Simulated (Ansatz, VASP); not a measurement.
# GaN in VASP and in Ansatz

```xyz
2
Lattice="0.0000 2.2442 2.2442 2.2442 0.0000 2.2442 2.2442 2.2442 0.0000" Properties=species:S:1:pos:R:3 pbc="T T T"
Ga    0.0000    0.0000    0.0000
N     3.3663    3.3663    3.3663
```

Alike in both runs: task single point; functional r2SCAN; dispersion rVV10; k mesh 10 × 10 × 10; occupations fermi-dirac, width 0.03 eV; no spin polarisation.

|  | VASP | Ansatz |
| --- | --- | --- |
| version | VASP 6.6.1 | Ansatz 0.2.0 |
| potentials or method | VASP PAW PBE potentials, release 64 (Ga_d, N) | plane waves, PAW |
| plane-wave cutoff (eV) | 520 | 500 |
| valence electrons in the cell | 18 | 18 |

Ansatz gave:

* gap on the k mesh at the Fermi level (eV): 2.17
* pressure (GPa): 0.0

Question: Which values does VASP return?

Answer: gap on the k mesh at the Fermi level (eV): 2.17; pressure (GPa): 1.0.

VASP's potentials were made for PBE, not for r2SCAN.
